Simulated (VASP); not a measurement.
A run of VASP 6.6.1:

The input POSCAR:

```
BaErO4
1.0
    0.0000000000      3.3623043752      3.3623043752
    3.3623043752      0.0000000000      3.3623043752
    3.3623043752      3.3623043752      0.0000000000
Ba Er O
1 1 4
Direct
    0.7500000000      0.7500000000      0.7500000000
    0.0000000000      0.0000000000      0.0000000000
    0.3734178842      0.3734178842      0.3734178842
    0.8797463473      0.3734178842      0.3734178842
    0.3734178842      0.8797463473      0.3734178842
    0.3734178842      0.3734178842      0.8797463473
```

INCAR.step1

```
SYSTEM = BaErO4
ALGO     = Normal         ! electronic algorithm
EDIFF    = 1E-6           ! SCF threshold, eV
ENCUT    = 520            ! plane-wave cutoff, eV
GGA      = PE             ! functional
GGA_COMPAT= .False.      
ISIF     = 2              ! what is computed and relaxed
ISMEAR   = 0              ! smearing method
LASPH    = .True.         ! aspherical terms in the spheres
LCHARG   = .True.         ! write CHGCAR
LMAXMIX  = 6              ! l up to which the mixer works
LORBIT   = 11             ! projections on sites
LREAL    = .False.        ! projectors in reciprocal space
LWAVE    = .False.        ! write WAVECAR
NBANDS   = 30             ! bands
NEDOS    = 2001           ! points of the DOS
NELM     = 200            ! most SCF steps
PREC     = Accurate       ! precision mode
SIGMA    = 0.1            ! smearing width, eV
```

KPOINTS.step1

```
k-points
0
Gamma
  10 10 10
  0 0 0
```

The input INCAR.step2:

```
SYSTEM = BaErO4
ALGO     = Normal         ! electronic algorithm
EDIFF    = 1E-6           ! SCF threshold, eV
ENCUT    = 520            ! plane-wave cutoff, eV
GGA      = PE             ! functional
GGA_COMPAT= .False.      
ICHARG   = 11             ! starting density
ISIF     = 2              ! what is computed and relaxed
ISMEAR   = -5             ! smearing method
LASPH    = .True.         ! aspherical terms in the spheres
LCHARG   = .False.        ! write CHGCAR
LMAXMIX  = 6              ! l up to which the mixer works
LORBIT   = 11             ! projections on sites
LREAL    = .False.        ! projectors in reciprocal space
LWAVE    = .False.        ! write WAVECAR
NBANDS   = 30             ! bands
NEDOS    = 1001           ! points of the DOS
NELM     = 200            ! most SCF steps
PREC     = Accurate       ! precision mode
SIGMA    = 0.1            ! smearing width, eV
```

The input KPOINTS.step2:

```
k-points
0
Gamma
  15 15 15
  0 0 0
```

Potentials or basis: VASP PAW PBE potentials, release 64 (Ba_sv, Er_3, O), 4f in core.

Run with:

```console
$ cat potpaw_PBE.64/Ba_sv/POTCAR potpaw_PBE.64/Er_3/POTCAR potpaw_PBE.64/O/POTCAR > POTCAR
$ cp INCAR.step1 INCAR
$ cp KPOINTS.step1 KPOINTS
$ mpirun -np 1 vasp_std > vasp.out
$ cp INCAR.step2 INCAR
$ cp KPOINTS.step2 KPOINTS
$ mpirun -np 1 vasp_std > vasp.out
```

Hardware: 1 thread of Intel(R) Xeon(R) 6975P-C (Granite Rapids), with other jobs on the host.

Q: How long does it take, and how much memory?

A: Run time: 110 s on 1 thread of Intel(R) Xeon(R) 6975P-C (Granite Rapids) (shared host), peak memory 0.39 GiB. Counts: k points 120.
